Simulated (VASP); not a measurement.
Here is a VASP 6.6.1 calculation.

The input INCAR:

```
PREC = Accurate
ENCUT = 520
EDIFF = 1E-6
ISMEAR = 0
SIGMA = 0.1
LREAL = False
LASPH = True
NELM = 100
ALGO = Normal
ISIF = 2
LWAVE = False
LCHARG = True
GGA = CA
LELF = True
LVHAR = True
NBANDS = 11
```

File KPOINTS:

```
regular mesh
0
Gamma
  12 12 12
```

File POSCAR:

```
Ba
1.0
   -2.4222943000      2.4222943000      2.4222943000
    2.4222943000     -2.4222943000      2.4222943000
    2.4222943000      2.4222943000     -2.4222943000
Ba
1
Direct
    0.0000000000      0.0000000000      0.0000000000
```

Potentials or basis: VASP PAW LDA potentials, release 64 (Ba_sv).

Command:

```console
$ cat potpaw_LDA.64/Ba_sv/POTCAR > POTCAR
$ mpirun -np 1 vasp_std > vasp.out
```

Task: Predict the band gap on the k mesh.

Result: Zero (bands 5 and 6 overlap by 1.31 eV).

Task: Estimate the pressure.

Result: -0.5 GPa.

Caveat: spin-orbit coupling is left out, which moves the levels of the heavy elements.
